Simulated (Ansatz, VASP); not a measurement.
## Be3ZnO: VASP beside Ansatz

The input INCAR:

```
SYSTEM = Be3ZnO
ALGO = Normal
EDIFF = 1E-7
ENCUT = 520
GGA = PE
ISIF = 2
ISMEAR = 0
LASPH = .True.
LCHARG = .False.
LREAL = .False.
LWAVE = .False.
NBANDS = 35
NELM = 60
PREC = Accurate
SIGMA = 0.2
```

File KPOINTS:

```
k-points
0
Gamma
  6 6 4
  0 0 0
```

The input POSCAR:

```
Be3ZnO
1.0
    4.6881670594      0.0000000000      0.0000000000
   -2.3440835297      4.0600717706      0.0000000000
    0.0000000000      0.0000000000      5.0769302687
Be Zn O
6 2 2
Direct
    0.8307748653      0.1692251347      0.0000000000
    0.8307748653      0.1692251347      0.5000000000
    0.8307748653      0.6615497306      0.0000000000
    0.8307748653      0.6615497306      0.5000000000
    0.3384502694      0.1692251347      0.0000000000
    0.3384502694      0.1692251347      0.5000000000
    0.3333333333      0.6666666667      0.0000000000
    0.3333333333      0.6666666667      0.5000000000
    1.0000000000      0.0000000000      0.2500000000
    1.0000000000      0.0000000000      0.7500000000
```

Input for Ansatz:

```yaml
crystal:
  lattice:
    - [4.6881670594, 0.0, 0.0]
    - [-2.3440835297, 4.0600717706, 0.0]
    - [0.0, 0.0, 5.0769302687]
  atoms:
    - { symbol: Be, position: [0.8307748653, 0.1692251347, 0.0] }
    - { symbol: Be, position: [0.8307748653, 0.1692251347, 0.5] }
    - { symbol: Be, position: [0.8307748653, 0.6615497306, 0.0] }
    - { symbol: Be, position: [0.8307748653, 0.6615497306, 0.5] }
    - { symbol: Be, position: [0.3384502694, 0.1692251347, 0.0] }
    - { symbol: Be, position: [0.3384502694, 0.1692251347, 0.5] }
    - { symbol: Zn, position: [0.3333333333, 0.6666666667, 0.0] }
    - { symbol: Zn, position: [0.3333333333, 0.6666666667, 0.5] }
    - { symbol: O, position: [1.0, 0.0, 0.25] }
    - { symbol: O, position: [1.0, 0.0, 0.75] }
basis:
  ecutwfc: 420
kpoints:
  mp_grid: { grid: [6, 6, 4] }
hamiltonian:
  xc: pbe
scf:
  occupations: { method: gaussian, width: 0.2 }
  lower_state_search: "off"
output:
  forces: true
  stress: true
  eigenvalues: true
```

Alike in both runs: task single point; functional PBE; k mesh 6 × 6 × 4; occupations gaussian, width 0.2 eV; no spin polarisation.

```csv
,VASP,Ansatz
version,VASP 6.6.1,Ansatz 0.2.0
potentials or method,"VASP PAW PBE potentials, release 64 (Be, Zn, O), cutoff 520 eV","scalar-relativistic, plane waves, PAW"
valence electrons in the cell,48,48
```

|  | VASP | Ansatz | Ansatz less VASP |
| --- | --- | --- | --- |
| gap on the k mesh at the Fermi level (eV) | none | none | - |
| pressure (GPa) | 0.1 | -0.1 | -0.23 |
| traceless stress, the component that is largest in VASP (GPa) | -0.40 | -0.37 | +0.026 |
| rms of the force components (eV/Å) | 0.016 | 0.025 | +0.0092 |

Atom by atom the forces differ by 0.009 eV/Å (rms over components). A gap of «none» marks a metal or a gap that the smearing closes.
